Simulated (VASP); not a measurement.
Write the native input for VASP 6.6.1 that does the following.

| Property | Result |
| --- | --- |
| Task | single point |
| Functional | PBEsol |
| Potentials or basis | VASP PAW PBE potentials, release 64 (Ti_sv, N) |
| Cutoff | 520 eV |
| k mesh | 18 × 18 × 18 |
| Occupations | gaussian, width 0.1 eV |
| Spin | no spin polarisation |
| Dipole correction | no |
| Further INCAR settings | ALGO = Normal; EDIFF = 1e-06; NBANDS = 16 |

The structure of TiN lies in POSCAR:

```
TiN
1.0
    0.0000000000      2.1019666396      2.1019666396
    2.1019666396      0.0000000000      2.1019666396
    2.1019666396      2.1019666396      0.0000000000
Ti N
1 1
Direct
    0.0000000000      0.0000000000      0.0000000000
    0.5000000000      0.5000000000      0.5000000000
```

The input as run:

INCAR

```
ALGO     = Normal         # electronic algorithm
EDIFF    = 1E-6           # SCF threshold, eV
ENCUT    = 520            # plane-wave cutoff, eV
GGA      = PS             # functional
ISIF     = 2              # what is computed and relaxed
ISMEAR   = 0              # smearing method
LASPH    = T              # aspherical terms in the spheres
LCHARG   = F              # write CHGCAR
LREAL    = F              # projectors in reciprocal space
LWAVE    = F              # write WAVECAR
NBANDS   = 16             # bands
NELM     = 60             # most SCF steps
PREC     = Accurate       # precision mode
SIGMA    = 0.1            # smearing width, eV
```

KPOINTS

```
k-points
0
Gamma
  18 18 18
```

Potentials or basis: VASP PAW PBE potentials, release 64 (Ti_sv, N).

Command:

```sh
$ cat potpaw_PBE.64/Ti_sv/POTCAR potpaw_PBE.64/N/POTCAR > POTCAR
$ mpirun -np 1 vasp_std > vasp.out
```

It gave:

The pressure is 0.5 GPa.

Caveat: the PAW data sets were made with another functional, which shifts forces and pressure a little.

It took 28 s on 1 thread of Intel(R) Xeon(R) 6975P-C (Granite Rapids), with other jobs on the host, peak memory 0.18 GiB.
